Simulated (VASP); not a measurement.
# Au (Pm-3m) in VASP: single point with LDA

Aim: the single point of Au with LDA.

Everything below comes from runs of VASP 6.6.1. Logs are shortened: lines on timing, memory, paths and dates and some standing lists are left out, and cuts for length are marked.

## Step 1: The cell of the first run

Symmetry: Pm-3m, No. 221, cubic system. Conventional cell: a = 2.668 Å, b = 2.668 Å, c = 2.668 Å, α = 90.00°, β = 90.00°, γ = 90.00°. Within 3.5 Å of Au (site symmetry m-3m) lie 6 Au at 2.67 Å.

## Step 2: Single point, LDA

INCAR

```
PREC = Accurate ; ENCUT = 520
EDIFF = 1E-6 ; ISMEAR = -1
SIGMA = 0.13605693000000002 ; LREAL = F
LASPH = T ; NELM = 60
ALGO = Normal ; ISIF = 2
LWAVE = F ; LCHARG = F
GGA = CA ; NBANDS = 12
```

KPOINTS

```
regular mesh
0
Gamma
  12 12 12
```

POSCAR

```
Au
1.0
    2.6675118849      0.0000000000      0.0000000000
    0.0000000000      2.6675118849      0.0000000000
    0.0000000000      0.0000000000      2.6675118849
Au
1
Direct
    0.0000000000      0.0000000000      0.0000000000
```

Potentials or basis: VASP PAW LDA potentials, release 64 (Au).

On the command line:

```console
$ cat potpaw_LDA.64/Au/POTCAR > POTCAR
$ mpirun -np 1 vasp_std > vasp.out
```

OUTCAR:

```text
PREC = Accurate
   ENCUT = 520
   EDIFF = 1E-6
   ISMEAR = -1
   LREAL = F
   LASPH = T
   NELM = 60
   ISIF = 2
   GGA = CA

 ion  position               nearest neighbor table
   1  0.000  0.000  0.000-

  LATTYP: Found a simple cubic cell.
 ALAT       =     2.6675118849

  Lattice vectors:

 A1 = (   2.6675118849,   0.0000000000,   0.0000000000)
 A2 = (   0.0000000000,   2.6675118849,   0.0000000000)
 A3 = (   0.0000000000,   0.0000000000,   2.6675118849)

Analysis of symmetry for initial positions (statically):
=====================================================================
 Subroutine PRICEL returns:
 Original cell was already a primitive cell.

 Routine SETGRP: Setting up the symmetry group for a
 simple cubic supercell.

 Subroutine GETGRP returns: Found 48 space group operations
 (whereof 48 operations were pure point group operations)
 out of a pool of 48 trial point group operations.

The static configuration has the point symmetry O_h .

Analysis of symmetry for dynamics (positions and initial velocities):
=====================================================================
 Subroutine PRICEL returns:
 Original cell was already a primitive cell.

 Routine SETGRP: Setting up the symmetry group for a
 simple cubic supercell.

 Subroutine GETGRP returns: Found 48 space group operations
 (whereof 48 operations were pure point group operations)
 out of a pool of 48 trial point group operations.

The dynamic configuration has the point symmetry O_h .

 Subroutine INISYM returns: Found 48 space group operations
 (whereof 48 operations are pure point group operations),
 and found     1 'primitive' translations

----------------------------------------------------------------------------------------

                                     Primitive cell

  volume of cell :      18.9810

  direct lattice vectors                    reciprocal lattice vectors
     2.667511885  0.000000000  0.000000000     0.374881179  0.000000000  0.000000000
     0.000000000  2.667511885  0.000000000     0.000000000  0.374881179  0.000000000
     0.000000000  0.000000000  2.667511885     0.000000000  0.000000000  0.374881179

  length of vectors
     2.667511885  2.667511885  2.667511885     0.374881179  0.374881179  0.374881179

  position of ions in fractional coordinates (direct lattice)
     0.000000000  0.000000000  0.000000000

  ion indices of the primitive-cell ions
   primitive index   ion index
                 1           1

----------------------------------------------------------------------------------------

 KPOINTS: regular mesh

Automatic generation of k-mesh.
 Grid dimensions read from file:
 generate k-points for:   12   12   12

 Generating k-lattice:

  Cartesian coordinates                     Fractional coordinates (reciprocal lattice)
     0.031240098  0.000000000  0.000000000     0.083333333  0.000000000  0.000000000
     0.000000000  0.031240098  0.000000000     0.000000000  0.083333333  0.000000000
     0.000000000  0.000000000  0.031240098     0.000000000  0.000000000  0.083333333

  Length of vectors
     0.031240098  0.031240098  0.031240098

  Shift w.r.t. Gamma in fractional coordinates (k-lattice)
     0.000000000  0.000000000  0.000000000

 Subroutine IBZKPT returns following result:
 ===========================================

 Found     84 irreducible k-points:

 Following reciprocal coordinates:
            Coordinates               Weight
  0.000000  0.000000  0.000000      1.000000
  0.083333  0.000000  0.000000      6.000000
  0.166667  0.000000  0.000000      6.000000
  0.250000  0.000000  0.000000      6.000000
  0.333333  0.000000  0.000000      6.000000
  0.416667  0.000000  0.000000      6.000000
[... 16 lines left out ...]
  0.333333  0.333333  0.000000     12.000000
  0.416667  0.333333  0.000000     24.000000
 [... further k-points ...]
   k-points           NKPTS =     84   k-points in BZ     NKDIM =     84   number of bands    NBANDS=     12
   number of dos      NEDOS =    301   number of ions     NIONS =      1
   total plane-waves  NPLWV =   8000
   dimension x,y,z NGX =    20 NGY =   20 NGZ =   20
   dimension x,y,z NGXF=    40 NGYF=   40 NGZF=   40
   ions per type =               1
   NGX,Y,Z   is equivalent  to a cutoff of  12.46, 12.46, 12.46 a.u.
   NGXF,Y,Z  is equivalent  to a cutoff of  24.93, 24.93, 24.93 a.u.
 SYSTEM =  unknown system
   PREC   = accura    normal or accurate (medium, high low for compatibility)
   ISTART =      0    job   : 0-new  1-cont  2-samecut
   ICHARG =      2    charge: 1-file 2-atom 10-const
   ISPIN  =      1    spin polarized calculation?
   LNONCOLLINEAR =      F non collinear calculations
   LSORBIT =      F    spin-orbit coupling
   LASPH  =      T    aspherical Exc in radial PAW
   ENCUT  =  520.0 eV  38.22 Ry    6.18 a.u.   4.96  4.96  4.96*2*pi/ulx,y,z
   NELM   =     60;   NELMIN=  2; NELMDL= -5     # of ELM steps
   EDIFF  = 0.1E-05   stopping-criterion for ELM
   LREAL  =      F    real-space projection
   EDIFFG = 0.1E-04   stopping-criterion for IOM
   NSW    =      0    number of steps for IOM
   IBRION =     -1    ionic relax: 0-MD 1-quasi-New 2-CG
   NFREE  =      0    steps in history (QN), initial steepest desc. (CG)
   ISIF   =      2    stress and relaxation
   ISYM   =      2    0-nonsym 1-usesym 2-fastsym
   POTIM  = 0.5000    time-step for ionic-motion
   TEBEG  =    0.0;   TEEND  =   0.0 temperature during run
   PSTRESS=    0.0 pullay stress
   NELECT =      11.0000    total number of electrons
   NUPDOWN=      -1.0000    fix difference up-down
   EMIN   =  10.00;   EMAX   =-10.00  energy-range for DOS
   EFERMI =   0.00;   METHOD = LEGACY
   ISMEAR =    -1;   SIGMA  =   0.14  broadening in eV -4-tet -1-fermi 0-gaus
   EFERMI_NEDOS =   21; number of points for ismear=-14 and -15
   IALGO  =     38    algorithm
   IMIX   =      4    mixing-type and parameters
     AMIX     =   0.40;   BMIX     =  1.00
     AMIX_MAG =   1.60;   BMIX_MAG =  1.00
  volume/ion in A,a.u.               =      18.98       128.09
  Fermi-wavevector in a.u.,A,eV,Ry     =   1.364895  2.579278 25.346829  1.862939
  Thomas-Fermi vector in A             =   2.491171
   LORBIT       =      0    0 simple, 1 ext, 2 COOP (PROOUT), +10 PAW based schemes
   GGA     = CA    functional components
   LHFCALC =     F    Hartree Fock is set to
   AEXX    =    0.0000 exact exchange contribution
   IVDW    =     0    specifies the selected vdW correction
   LEPSILON=     F    determine dielectric tensor
   LRPA    =     F    only Hartree local field effects (RPA)
 non-spin polarized calculation
  energy-cutoff  :      520.00
  volume of cell :       18.98
 maximum number of plane-waves:       536
 NGX is ok and might be reduce to    20
   NGX =  9   NGY =  9   NGZ =  9

 number of electron      11.0000002 magnetization

 Free energy of the ion-electron system (eV)
  ---------------------------------------------------
  ext. energy  EPLUGINS =         0.00000000
  ---------------------------------------------------
  free energy    TOTEN  =        -4.17688520 eV

  energy without entropy =       -4.15479829  energy(sigma->0) =       -4.16584175

 E-fermi :   7.2666     XC(G=0): -12.2388

 val. band max:        7.2515680984   @ k =   0.5000   0.5000   0.3333
 cond. band min:       7.2718084399   @ k =   0.5000   0.5000   0.4167
 fundamental gap:      0.0202403415
 Fermi energy:         7.2665522172

 k-point     1 :       0.0000    0.0000    0.0000
  band No.  band energies     occupation
      1      -1.2867      2.00000
      2       0.9911      2.00000
      3       0.9911      2.00000
      4       5.8789      1.99993
      5       5.8789      1.99993
      6       5.8789      1.99993
      7      21.5400      0.00000
      8      21.5400      0.00000
      9      21.5400      0.00000
     10      26.8971      0.00000
     11      29.4191      0.00000
     12      29.4191      0.00000

 k-point     2 :       0.0833    0.0000    0.0000
  band No.  band energies     occupation
      1      -1.1059      2.00000
      2       1.0203      2.00000
      3       1.1421      2.00000
      4       5.7461      1.99997
      5       5.7461      1.99997
      6       5.8896      1.99992
      7      20.2097      0.00000
      8      21.8456      0.00000
      9      21.8456      0.00000
     10      27.5944      0.00000
     11      28.6694      0.00000
     12      30.2877      0.00000

 k-point     3 :       0.1667    0.0000    0.0000
  band No.  band energies     occupation
      1      -0.6296      2.00000
      2       1.1014      2.00000
      3       1.6301      2.00000
      4       5.4009      2.00000
      5       5.4009      2.00000
      6       5.9188      1.99990
      7      17.7822      0.00000
      8      22.6931      0.00000
      9      22.6931      0.00000
     10      27.2118      0.00000
     11      27.9637      0.00000
     12      32.9718      0.00000
[... 286 lines left out ...]
 k-point    23 :       0.3333    0.3333    0.0000
  band No.  band energies     occupation
      1       1.4576      2.00000
      2       1.9841      2.00000
      3       4.5345      2.00000
      4       4.7251      2.00000
      5       4.8152      2.00000
      6       6.0363      1.99976
      7      14.3468      0.00000
      8      16.9712      0.00000
      9      23.2479      0.00000
     10      27.8293      0.00000
     11      29.3051      0.00000
     12      30.1630      0.00000

 k-point    24 :       0.4167    0.3333    0.0000
  band No.  band energies     occupation
      1       1.5700      2.00000
      2       1.7271      2.00000
      3       4.5053      2.00000
      4       4.8239      2.00000
      5       4.9955      2.00000
      6       7.8021      0.03830
      7      12.4361      0.00000
      8      17.4943      0.00000
      9      21.6265      0.00000
     10      27.3135      0.00000
     11      29.9139      0.00000
     12      30.3039      0.00000

 [... further k-points ...]

------------------------ aborting loop because EDIFF is reached ----------------------------------------

  FORCE on cell =-STRESS in cart. coord.  units (eV):
  Direction    XX          YY          ZZ          XY          YZ          ZX
  --------------------------------------------------------------------------------------
  -------------------------------------------------------------------------------------
  Total        0.0529242      0.0529242      0.0529242      0.0000000      0.0000000      0.0000000
  in kB        4.4673064      4.4673064      4.4673064      0.0000000      0.0000000      0.0000000
  external PRESSURE =       4.4673064 kB  Pullay stress =       0.0000000 kB

 VOLUME and BASIS-vectors are now :
 -----------------------------------------------------------------------------
  energy-cutoff  :      520.00
  volume of cell :       18.98
      direct lattice vectors                 reciprocal lattice vectors
     2.667511885  0.000000000  0.000000000     0.374881179  0.000000000  0.000000000
     0.000000000  2.667511885  0.000000000     0.000000000  0.374881179  0.000000000
     0.000000000  0.000000000  2.667511885     0.000000000  0.000000000  0.374881179

 POSITION                                       TOTAL-FORCE (eV/Angst)
 -----------------------------------------------------------------------------------
      0.00000      0.00000      0.00000         0.000000      0.000000      0.000000
 -----------------------------------------------------------------------------------
    total drift:                               -0.000000     -0.000000     -0.000000

  FREE ENERGIE OF THE ION-ELECTRON SYSTEM (eV)
  ---------------------------------------------------
  free  energy   TOTEN  =        -4.1768852039 eV

  energy  without entropy=       -4.1547982948  energy(sigma->0) =       -4.16584175
```

Run time: 10 s. Hardware: 1 thread of AMD EPYC 9R14 (Zen 4), shared host; peak memory 0.09 GiB.

Results:

```
Free energy : -4.1769 eV
Pressure    : 0.4 GPa
```

Levels at points of the mesh, in eV from the Fermi level:
```tsv
k point	band 1	band 2	band 3	band 4	band 5	band 6	band 7	band 8	band 9	band 10
(0.00, 0.00, 0.00)	-8.55	-6.28	-6.28	-1.39	-1.39	-1.39	14.27	14.27	14.27	19.63
(0.50, 0.00, 0.00)	-6.31	-5.82	-3.08	-3.08	-1.23	-0.84	2.46	16.40	18.87	19.77
(0.50, 0.50, 0.00)	-6.23	-5.40	-2.78	-2.78	-0.10	3.78	3.78	7.26	12.01	20.89
(0.50, 0.50, 0.50)	-5.45	-5.45	-5.45	0.01	0.01	8.78	8.78	8.78	9.97	13.73
```

Caveat: spin-orbit coupling is left out, which moves the levels of the heavy elements.
